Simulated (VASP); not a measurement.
Write the native input for VASP 6.6.1 that does the following.

* Task: single point
* Functional: PBE
* Potentials or basis: VASP PAW PBE potentials, release 64 (Ce)
* Cutoff: 520 eV
* k mesh: 40 × 40 × 40
* Occupations: fermi-dirac, width 0.0612256 eV
* Spin: no spin polarisation
* Dipole correction: no
* Further INCAR settings: ALGO = Normal; EDIFF = 1e-07; NBANDS = 12

The structure of Ce lies in POSCAR:

```
Ce
1.0
   -1.8961765215      1.8961765215      1.8961765215
    1.8961765215     -1.8961765215      1.8961765215
    1.8961765215      1.8961765215     -1.8961765215
Ce
1
Direct
    0.0000000000      0.0000000000      0.0000000000
```

This isn't the form of Ce at room conditions, which is fcc.

One way to write it, as run:

INCAR

```
SYSTEM = Ce
PREC = Accurate ; ENCUT = 520
EDIFF = 1E-7 ; ISMEAR = -1
SIGMA = 0.06122561905347299 ; LREAL = .False.
LASPH = .True. ; NELM = 80
ALGO = Normal ; ISIF = 2
LWAVE = .False. ; LCHARG = .True.
GGA = PE ; LELF = .True.
LVHAR = .True. ; NBANDS = 12
```

KPOINTS

```
Automatic mesh
0
Gamma
  40 40 40
  0 0 0
```

Potentials or basis: VASP PAW PBE potentials, release 64 (Ce).

Launch:

```sh
$ cat potpaw_PBE.64/Ce/POTCAR > POTCAR
$ mpirun -np 1 vasp_std > vasp.out
```

Results of the run:

* Pressure: -0.1 GPa
* Band gap on the k mesh: zero (bands 6 and 7 overlap by 1.05 eV)

Caveat: spin-orbit coupling is left out, which moves the levels of the heavy elements; semilocal functionals describe open f shells poorly, which spoils levels, moments and volumes.

It took 3.9 min on 1 thread of AMD EPYC 9R45 96-Core Processor (Zen 5) (shared host), peak memory 0.69 GiB.
